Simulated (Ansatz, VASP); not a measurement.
**Ta: VASP beside Ansatz**

Contents of INCAR:

```
SYSTEM = Ta
PREC = Accurate
ENCUT = 520
EDIFF = 1E-6
ISMEAR = -1
SIGMA = 0.1
LREAL = .False.
LASPH = .True.
NELM = 80
ALGO = Normal
ISIF = 2
LWAVE = .False.
LCHARG = .True.
GGA = CA
LELF = .True.
LVHAR = .True.
NBANDS = 18
```

KPOINTS

```
Automatic mesh
0
Gamma
  10 10 10
  0 0 0
```

The input POSCAR:

```
Ta
1.0
    0.0000000000      3.0060021190      3.0060021190
    3.0060021190      0.0000000000      3.0060021190
    3.0060021190      3.0060021190      0.0000000000
Ta
2
Direct
    0.1250000000      0.1250000000      0.1250000000
    0.8750000000      0.8750000000      0.8750000000
```

Input for Ansatz:

```yaml
crystal:
  lattice:
    - [0.0, 3.006002119, 3.006002119]
    - [3.006002119, 0.0, 3.006002119]
    - [3.006002119, 3.006002119, 0.0]
  atoms:
    - { symbol: Ta, position: [0.125, 0.125, 0.125] }
    - { symbol: Ta, position: [0.875, 0.875, 0.875] }
hamiltonian:
  xc: lda
  pseudopotentials:
    kind: paw
    azcp:
      Ta: "pseudopotentials/Ta.paw.azcp"
basis:
  ecutwfc: 420
  fft_grid_basis: typed
kpoints:
  mp_grid: { grid: [10, 10, 10], shift: [0, 0, 0] }
magnetization:
  spin_polarized: false
scf:
  occupations: { method: fermi_dirac, width: 0.1 }
  lower_state_search: "off"
output:
  stress: true
```

Alike in both runs: task single point; functional LDA; k mesh 10 × 10 × 10; occupations fermi-dirac, width 0.1 eV; no spin polarisation.

```csv
,VASP,Ansatz
version,VASP 6.6.1,Ansatz 0.2.0
potentials or method,"VASP PAW LDA potentials, release 64 (Ta_pv), cutoff 520 eV","plane waves (420 eV) with PAW, scalar-relativistic"
valence electrons in the cell,22,26
```

|  | VASP | Ansatz | Ansatz less VASP |
| --- | --- | --- | --- |
| pressure (GPa) | -2.7 | -2.9 | -0.20 |

Ansatz warns that its potentials were made for another functional, while VASP's fit it. LDA's correlation is that of Perdew and Zunger in VASP and of Perdew and Wang (1992) in Ansatz. VASP's potentials hold 22 valence electrons a cell and Ansatz's 26, so a difference there can come from the potentials and not from the codes.

Spin-orbit coupling is off throughout.
